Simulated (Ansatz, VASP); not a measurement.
## One calculation of BN, two programs

Contents of INCAR:

```
SYSTEM = BN
PREC     = Accurate       ! precision mode
ENCUT    = 520            ! plane-wave cutoff, eV
EDIFF    = 1E-7           ! SCF threshold, eV
ISMEAR   = 0              ! smearing method
SIGMA    = 0.05           ! smearing width, eV
LREAL    = .False.        ! projectors in reciprocal space
LASPH    = .True.         ! aspherical terms in the spheres
NELM     = 100            ! most SCF steps
ALGO     = Normal         ! electronic algorithm
ISIF     = 2              ! what is computed and relaxed
LWAVE    = .False.        ! write WAVECAR
LCHARG   = .False.        ! write CHGCAR
GGA      = CA             ! functional
NBANDS   = 16             ! bands
```

The input KPOINTS:

```
regular mesh
0
Gamma
  12 12 4
  0 0 0
```

The input POSCAR:

```
BN
1.0
    2.5080602132      0.0000000000      0.0000000000
   -1.2540301066      2.1720438588      0.0000000000
    0.0000000000      0.0000000000      6.5467160074
B N
2 2
Direct
    0.3333333333      0.6666666667      0.2500000000
    0.6666666667      0.3333333333      0.7500000000
    0.3333333333      0.6666666667      0.7500000000
    0.6666666667      0.3333333333      0.2500000000
```

Input for Ansatz:

```yaml
crystal:
  lattice:
    - [2.5080602132, 0.0, 0.0]
    - [-1.2540301066, 2.1720438588, 0.0]
    - [0.0, 0.0, 6.5467160074]
  atoms:
    - { symbol: B, position: [0.3333333333, 0.6666666667, 0.25] }
    - { symbol: B, position: [0.6666666667, 0.3333333333, 0.75] }
    - { symbol: "N", position: [0.3333333333, 0.6666666667, 0.75] }
    - { symbol: "N", position: [0.6666666667, 0.3333333333, 0.25] }
basis:
  ecutwfc: 520.0
kpoints:
  mp_grid: { grid: [12, 12, 4] }
hamiltonian:
  xc: lda
  pseudopotentials: { kind: paw, azcp: { folder: soft_1 } }
scf:
  occupations: { method: gaussian, width: 0.05 }
output:
  forces: true
  stress: true
  eigenvalues: true
```

Alike in both runs: task single point; functional LDA; k mesh 12 × 12 × 4; occupations gaussian, width 0.05 eV; no spin polarisation.

```csv
,VASP,Ansatz
version,VASP 6.6.1,Ansatz 0.2.0
potentials or method,"VASP PAW LDA potentials, release 64 (B, N), cutoff 520 eV","scalar-relativistic, plane waves, PAW"
valence electrons in the cell,16,16
```

```tsv
	VASP	Ansatz	Ansatz less VASP
gap on the k mesh at the Fermi level (eV)	4.03	4.04	+0.012
least direct gap on the mesh (eV)	4.44	4.45	+0.011
pressure (GPa)	-5.2	-5.8	-0.60
traceless stress, the component that is largest in VASP (GPa)	4.81	5.57	+0.762
```

Ansatz warns that its potentials were made for another functional, while VASP's fit it. LDA's correlation is that of Perdew and Zunger in VASP and of Perdew and Wang (1992) in Ansatz.
